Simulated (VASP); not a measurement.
# Cs (Im-3m) in VASP: further runs

Runs on Cs. Level: PBEsol. Tasks: single point.

Everything below comes from runs of VASP 6.6.1. Logs are shortened: lines on timing, memory, paths and dates and some standing lists are left out, and cuts for length are marked.

### 1 The cell of the first run

It takes space group Im-3m (No. 229, cubic). Conventional cell: a = 6.129 Å, b = 6.129 Å, c = 6.129 Å, α = 90.00°, β = 90.00°, γ = 90.00°.

### 2 Single point, PBEsol (volume scaled by 0.94)

The input, INCAR:

```
  PREC = Accurate
  ENCUT = 520
  EDIFF = 1E-6
  ISMEAR = -1
  SIGMA = 0.05
  LREAL = False
  LASPH = True
  NELM = 60
  ALGO = Normal
  ISIF = 2
  LWAVE = False
  LCHARG = False
  GGA = PS
  NBANDS = 10
```

The input, KPOINTS:

```
regular mesh
0
Gamma
  6 6 6
```

The input, POSCAR:

```
Cs
1.0
   -3.0646009157      3.0646009157      3.0646009157
    3.0646009157     -3.0646009157      3.0646009157
    3.0646009157      3.0646009157     -3.0646009157
Cs
1
Direct
    0.0000000000      0.0000000000      0.0000000000
```

Potentials or basis: VASP PAW PBE potentials, release 64 (Cs_sv).

Run with:

```bash
$ cat potpaw_PBE.64/Cs_sv/POTCAR > POTCAR
$ mpirun -np 1 vasp_std > vasp.out
```

OUTCAR:

```text
PREC = Accurate
   ENCUT = 520
   EDIFF = 1E-6
   ISMEAR = -1
   LREAL = False
   LASPH = True
   NELM = 60
   ISIF = 2
   GGA = PS

 ion  position               nearest neighbor table
   1  0.000  0.000  0.000-

  LATTYP: Found a body centered cubic cell.
 ALAT       =     6.1292018314

  Lattice vectors:

 A1 = (  -3.0646009157,   3.0646009157,   3.0646009157)
 A2 = (   3.0646009157,  -3.0646009157,   3.0646009157)
 A3 = (   3.0646009157,   3.0646009157,  -3.0646009157)

Analysis of symmetry for initial positions (statically):
=====================================================================
 Subroutine PRICEL returns:
 Original cell was already a primitive cell.

 Routine SETGRP: Setting up the symmetry group for a
 body centered cubic supercell.

 Subroutine GETGRP returns: Found 48 space group operations
 (whereof 48 operations were pure point group operations)
 out of a pool of 48 trial point group operations.

The static configuration has the point symmetry O_h .

Analysis of symmetry for dynamics (positions and initial velocities):
=====================================================================
 Subroutine PRICEL returns:
 Original cell was already a primitive cell.

 Routine SETGRP: Setting up the symmetry group for a
 body centered cubic supercell.

 Subroutine GETGRP returns: Found 48 space group operations
 (whereof 48 operations were pure point group operations)
 out of a pool of 48 trial point group operations.

The dynamic configuration has the point symmetry O_h .

 Subroutine INISYM returns: Found 48 space group operations
 (whereof 48 operations are pure point group operations),
 and found     1 'primitive' translations

----------------------------------------------------------------------------------------

                                     Primitive cell

  volume of cell :     115.1282

  direct lattice vectors                    reciprocal lattice vectors
    -3.064600916  3.064600916  3.064600916     0.000000000  0.163153381  0.163153381
     3.064600916 -3.064600916  3.064600916     0.163153381  0.000000000  0.163153381
     3.064600916  3.064600916 -3.064600916     0.163153381  0.163153381  0.000000000

  length of vectors
     5.308044491  5.308044491  5.308044491     0.230733724  0.230733724  0.230733724

  position of ions in fractional coordinates (direct lattice)
     0.000000000  0.000000000  0.000000000

[... 68 lines left out ...]
   EDIFFG = 0.1E-04   stopping-criterion for IOM
   NSW    =      0    number of steps for IOM
   IBRION =     -1    ionic relax: 0-MD 1-quasi-New 2-CG
   NFREE  =      0    steps in history (QN), initial steepest desc. (CG)
   ISIF   =      2    stress and relaxation
   ISYM   =      2    0-nonsym 1-usesym 2-fastsym
   POTIM  = 0.5000    time-step for ionic-motion
   TEBEG  =    0.0;   TEEND  =   0.0 temperature during run
   PSTRESS=    0.0 pullay stress
   NELECT =       9.0000    total number of electrons
   NUPDOWN=      -1.0000    fix difference up-down
   EMIN   =  10.00;   EMAX   =-10.00  energy-range for DOS
   EFERMI =   0.00;   METHOD = LEGACY
   ISMEAR =    -1;   SIGMA  =   0.05  broadening in eV -4-tet -1-fermi 0-gaus
   EFERMI_NEDOS =   21; number of points for ismear=-14 and -15
   IALGO  =     38    algorithm
   IMIX   =      4    mixing-type and parameters
     AMIX     =   0.40;   BMIX     =  1.00
     AMIX_MAG =   1.60;   BMIX_MAG =  1.00
  volume/ion in A,a.u.               =     115.13       776.92
  Fermi-wavevector in a.u.,A,eV,Ry     =   0.699995  1.322799  6.666764  0.489993
  Thomas-Fermi vector in A             =   1.784027
   LORBIT       =      0    0 simple, 1 ext, 2 COOP (PROOUT), +10 PAW based schemes
   GGA     = PS    functional components
   LHFCALC =     F    Hartree Fock is set to
   AEXX    =    0.0000 exact exchange contribution
   IVDW    =     0    specifies the selected vdW correction
   LEPSILON=     F    determine dielectric tensor
   LRPA    =     F    only Hartree local field effects (RPA)
 non-spin polarized calculation
  energy-cutoff  :      520.00
  volume of cell :      115.13
 maximum number of plane-waves:      3132
   NGX = 19   NGY = 19   NGZ = 19

 number of electron       9.0000001 magnetization

 Free energy of the ion-electron system (eV)
  ---------------------------------------------------
  ext. energy  EPLUGINS =         0.00000000
  ---------------------------------------------------
  free energy    TOTEN  =        -0.93636059 eV

  energy without entropy =       -0.91810413  energy(sigma->0) =       -0.92723236

 E-fermi :   0.3756     XC(G=0):  -5.4733

 val. band max:        0.2598662857   @ k =   0.1667   0.1667   0.1667
 cond. band min:       0.3944881717   @ k =   0.3333   0.1667   0.0000
 fundamental gap:      0.1346218860
 Fermi energy:         0.3756313135

 k-point     1 :       0.0000    0.0000    0.0000
  band No.  band energies     occupation
      1     -23.4754      2.00000
      2     -10.1951      2.00000
      3     -10.1951      2.00000
      4     -10.1951      2.00000
      5      -1.3107      2.00000
      6       2.8699      0.00000
      7       2.8699      0.00000
      8       2.8699      0.00000
      9       3.7425      0.00000
     10       3.7425      0.00000
[... 183 lines left out ...]
 k-point    16 :       0.5000    0.5000    0.5000
  band No.  band energies     occupation
      1     -23.4635      2.00000
      2     -10.2935      2.00000
      3     -10.2935      2.00000
      4     -10.2935      2.00000
      5       1.0315      0.00000
      6       1.0315      0.00000
      7       3.3699      0.00000
      8       3.3699      0.00000
      9       3.3699      0.00000
     10       4.8199      0.00000

------------------------ aborting loop because EDIFF is reached ----------------------------------------

  FORCE on cell =-STRESS in cart. coord.  units (eV):
  Direction    XX          YY          ZZ          XY          YZ          ZX
  --------------------------------------------------------------------------------------
  -------------------------------------------------------------------------------------
  Total       -0.0768700     -0.0768700     -0.0768700      0.0000000     -0.0000000      0.0000000
  in kB       -1.0697581     -1.0697581     -1.0697581      0.0000000     -0.0000000      0.0000000
  external PRESSURE =      -1.0697581 kB  Pullay stress =       0.0000000 kB

 VOLUME and BASIS-vectors are now :
 -----------------------------------------------------------------------------
  energy-cutoff  :      520.00
  volume of cell :      115.13
      direct lattice vectors                 reciprocal lattice vectors
    -3.064600916  3.064600916  3.064600916     0.000000000  0.163153381  0.163153381
     3.064600916 -3.064600916  3.064600916     0.163153381  0.000000000  0.163153381
     3.064600916  3.064600916 -3.064600916     0.163153381  0.163153381  0.000000000

 POSITION                                       TOTAL-FORCE (eV/Angst)
 -----------------------------------------------------------------------------------
      0.00000      0.00000      0.00000         0.000000     -0.000000      0.000000
 -----------------------------------------------------------------------------------
    total drift:                               -0.000000     -0.000000     -0.000000

  FREE ENERGIE OF THE ION-ELECTRON SYSTEM (eV)
  ---------------------------------------------------
  free  energy   TOTEN  =        -0.9363605893 eV

  energy  without entropy=       -0.9181041345  energy(sigma->0) =       -0.92723236
```

OSZICAR:

```text
N       E                     dE             d eps       ncg     rms          rms(c)
DAV:   1     0.525952567547E+02    0.52595E+02   -0.27994E+03   320   0.612E+02
DAV:   2     0.484975452722E+01   -0.47746E+02   -0.46510E+02   410   0.106E+02
DAV:   3    -0.852936739281E+00   -0.57027E+01   -0.56978E+01   368   0.434E+01
DAV:   4    -0.935418879963E+00   -0.82482E-01   -0.82476E-01   396   0.631E+00
DAV:   5    -0.935809792302E+00   -0.39091E-03   -0.39091E-03   424   0.395E-01    0.127E-01
DAV:   6    -0.935878822125E+00   -0.69030E-04   -0.10466E-03   430   0.159E-01    0.896E-02
DAV:   7    -0.936311429218E+00   -0.43261E-03   -0.29292E-03   382   0.281E-01    0.302E-02
DAV:   8    -0.936359995515E+00   -0.48566E-04   -0.85425E-05   350   0.593E-02    0.534E-03
DAV:   9    -0.936361092530E+00   -0.10970E-05   -0.53795E-06   464   0.118E-02    0.304E-03
DAV:  10    -0.936360589254E+00    0.50328E-06   -0.70048E-07   250   0.443E-03
   1 F= -.93636059E+00 E0= -.92723236E+00  d E =-.182565E-01
```

Wall time 13 s (1 thread of Intel Xeon Platinum 8259CL at 2.50GHz (Skylake/Cascade Lake), shared host); peak memory 0.24 GiB.

Results:

```yaml
Free_energy: -0.9364 eV
Pressure: -0.1 GPa
```

Levels at points of the mesh, in eV from the Fermi level:
| k point | band 1 | band 2 | band 3 | band 4 | band 5 | band 6 | band 7 | band 8 |
| --- | --- | --- | --- | --- | --- | --- | --- | --- |
| (0.00, 0.00, 0.00) | -23.85 | -10.57 | -10.57 | -10.57 | -1.69 | 2.49 | 2.49 | 2.49 |
| (0.50, 0.00, 0.00) | -23.84 | -10.71 | -10.62 | -10.57 | 0.03 | 0.87 | 1.64 | 3.19 |
| (0.50, 0.50, 0.50) | -23.84 | -10.67 | -10.67 | -10.67 | 0.66 | 0.66 | 2.99 | 2.99 |

Caveat: the PAW data sets were made with another functional, which shifts forces and pressure a little; spin-orbit coupling is left out, which moves the levels of the heavy elements.

### 3 Single point, PBEsol (volume scaled by 0.96)

The input, INCAR:

```
PREC = Accurate
ENCUT = 520
EDIFF = 1E-6
ISMEAR = -1
SIGMA = 0.05
LREAL = F
LASPH = T
NELM = 80
ALGO = Fast
ISIF = 2
LWAVE = F
LCHARG = F
GGA = PS
NBANDS = 10
```

KPOINTS is that of step 2.

The input, POSCAR:

```
Cs
1.0
   -3.0861833234      3.0861833234      3.0861833234
    3.0861833234     -3.0861833234      3.0861833234
    3.0861833234      3.0861833234     -3.0861833234
Cs
1
Direct
    0.0000000000      0.0000000000      0.0000000000
```

Potentials or basis: VASP PAW PBE potentials, release 64 (Cs_sv).

Run with:

```bash
$ cat potpaw_PBE.64/Cs_sv/POTCAR > POTCAR
$ mpirun -np 1 vasp_std > vasp.out
```

It took 14 s on 1 thread of Intel Xeon Platinum 8259CL at 2.50GHz (Skylake/Cascade Lake), shared host; peak memory 0.22 GiB.

Results (log left out):

* Free energy: -0.9346 eV
* Pressure: -0.1 GPa

Levels at points of the mesh, in eV from the Fermi level:
```
           k point  band 1  band 2  band 3  band 4  band 5  band 6  band 7  band 8  band 9
(0.00, 0.00, 0.00)  -23.86  -10.59  -10.59  -10.59   -1.66    2.48    2.48    2.48    3.34
(0.50, 0.00, 0.00)  -23.86  -10.71  -10.63  -10.59    0.04    0.85    1.65    3.16    3.78
(0.50, 0.50, 0.50)  -23.85  -10.68  -10.68  -10.68    0.67    0.67    2.94    2.94    2.94
```

Caveat: the PAW data sets were made with another functional, which shifts forces and pressure a little; spin-orbit coupling is left out, which moves the levels of the heavy elements.
